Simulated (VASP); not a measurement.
Input of a VASP 6.6.1 run:

Contents of INCAR:

```
PREC = Accurate
ENCUT = 600
EDIFF = 1E-6
ISMEAR = 0
SIGMA = 0.1
LREAL = Auto
LASPH = T
NELM = 100
ALGO = Normal
ISIF = 3
LWAVE = F
LCHARG = F
GGA = PE
IBRION = 2
NSW = 90
EDIFFG = -0.04
ISYM = 0
```

The input KPOINTS:

```
Automatic mesh
0
Gamma
  3 3 3
```

File POSCAR:

```
Si4C11
1.0
    5.5684850000      0.1677970000      0.0711490000
    0.1677970000      5.4749150000     -0.0943290000
    0.0711490000     -0.0943290000      5.5837510000
C Si
11 4
Direct
    0.9759169082      0.9094933203      0.6895038811
    0.2557281782      0.4710911747      0.3818039699
    0.6001663891      0.0962233211      0.1513989768
    0.6433673495      0.6830394496      0.8422559082
    0.8414563254      0.6740539986      0.6532347464
    0.3499557848      0.1278984067      0.1028312483
    0.9496357617      0.1363959125      0.6023257223
    0.7144748983      0.5846271550      0.4049899446
    0.4233848452      0.6254926817      0.7460300702
    0.4537591596      0.5570268736      0.4876134584
    0.1773564375      0.3140575073      0.1949723707
    0.1005956549      0.4416845052      0.6797883998
    0.1727457370      0.8732524717      0.9641034220
    0.7601972868      0.7925470989      0.1390474577
    0.8434866024      0.2731202999      0.2943537075
```

Potentials or basis: VASP PAW PBE potentials, release 64 (C, Si).

The run is started by

```bash
$ cat potpaw_PBE.64/C/POTCAR potpaw_PBE.64/Si/POTCAR > POTCAR
$ mpirun -np 1 vasp_std > vasp.out
```

**Question.** Estimate the band gap on the k mesh.

**Answer.** 0.51 eV (least direct gap 0.86 eV).

**Question.** Predict the relaxed volume.

**Answer.** 10.96 Å³/atom.

Final structure:
```yaml
crystal:
  lattice:
    - [5.33238, 0.13308, 0.05949]
    - [0.12612, 5.62772, -0.11569]
    - [0.06017, -0.12036, 5.48542]
  atoms:
    - { symbol: C, position: [0.96748, 0.92510, 0.68775] }
    - { symbol: C, position: [0.25288, 0.45529, 0.38865] }
    - { symbol: C, position: [0.60698, 0.09042, 0.15524] }
    - { symbol: C, position: [0.65071, 0.67341, 0.84626] }
    - { symbol: C, position: [0.84352, 0.68594, 0.64579] }
    - { symbol: C, position: [0.35255, 0.11065, 0.09929] }
    - { symbol: C, position: [0.93707, 0.14397, 0.60049] }
    - { symbol: C, position: [0.71832, 0.60219, 0.40553] }
    - { symbol: C, position: [0.41564, 0.63894, 0.75381] }
    - { symbol: C, position: [0.44922, 0.57492, 0.48213] }
    - { symbol: C, position: [0.17813, 0.30301, 0.18235] }
    - { symbol: Si, position: [0.09719, 0.42459, 0.70019] }
    - { symbol: Si, position: [0.17953, 0.86077, 0.94829] }
    - { symbol: Si, position: [0.77700, 0.79276, 0.13671] }
    - { symbol: Si, position: [0.83601, 0.27803, 0.30177] }
```

Caveat: the atoms stand as in a frame of molecular dynamics.
